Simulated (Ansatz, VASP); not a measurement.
One calculation of NiO, two programs

POSCAR

```
NiO
1.0
    0.0000000000      2.0883349917      2.0883349917
    2.0883349917      0.0000000000      2.0883349917
    2.0883349917      2.0883349917      0.0000000000
Ni O
1 1
Direct
    0.0000000000      0.0000000000      0.0000000000
    0.5000000000      0.5000000000      0.5000000000
```

File INCAR.step1:

```
PREC = Accurate
ENCUT = 520
ISMEAR = 0
SIGMA = 0.05
LREAL = F
LASPH = T
NELM = 150
ISPIN = 2
MAGMOM = 1.84 0
LMAXMIX = 4
NBANDS = 19
GGA = PE
ALGO = Normal
EDIFF = 1E-4
LWAVE = T
LCHARG = F
```

INCAR.step2

```
PREC = Accurate
ENCUT = 520
EDIFF = 1E-6
ISMEAR = 0
SIGMA = 0.05
LREAL = F
LASPH = T
NELM = 150
ALGO = Normal
ISIF = 2
LWAVE = F
LCHARG = T
ISPIN = 2
MAGMOM = 1.84 0
LORBIT = 11
LMAXMIX = 4
METAGGA = R2SCAN
LMIXTAU = T
LELF = T
LVHAR = T
NBANDS = 19
ISTART = 1
```

Contents of KPOINTS:

```
regular mesh
0
Gamma
  14 14 14
```

Input for Ansatz:

```yaml
crystal:
  lattice:
    - [0.0, 2.0883349917, 2.0883349917]
    - [2.0883349917, 0.0, 2.0883349917]
    - [2.0883349917, 2.0883349917, 0.0]
  atoms:
    - { symbol: Ni, position: [0.0, 0.0, 0.0], spin: 1.84 }
    - { symbol: O, position: [0.5, 0.5, 0.5] }
basis:
  ecutwfc: 500
  ecutrho_ratio: 4
kpoints:
  mp_grid: { grid: [14, 14, 14] }
hamiltonian:
  xc: r2scan
scf:
  occupations: { method: gaussian, width: 0.05 }
output:
  forces: true
  stress: true
  eigenvalues: true
  populations: true
magnetization:
  spin_polarized: true
```

Alike in both runs: task single point; functional r2SCAN; k mesh 14 × 14 × 14; occupations gaussian, width 0.05 eV; collinear spin.

|  | VASP | Ansatz |
| --- | --- | --- |
| version | VASP 6.6.1 | Ansatz 0.2.0 |
| potentials or method | VASP PAW PBE potentials, release 64 (Ni, O), cutoff 520 eV | scalar-relativistic, plane waves, PAW |
| valence electrons in the cell | 16 | 24 |

```csv
,VASP,Ansatz,Ansatz less VASP
gap on the k mesh at the Fermi level (eV),0.71,0.79,+0.083
least direct gap on the mesh (eV),1.63,1.70,+0.077
pressure (GPa),2.0,1.9,-0.09
net moment per atom (μB),1.00,1.00,0.000
size of the moment on the site where the two differ most (μB),1.69,1.67,-0.025
```

VASP's potentials were made for PBE, not for r2SCAN. Site moments also hang on the region over which each program counts them. With one functional, cell and mesh, what is left measures potentials, basis and numerics. VASP's potentials hold 16 valence electrons a cell and Ansatz's 24, so a difference there can come from the potentials and not from the codes. Ansatz's warnings: stability check not made.
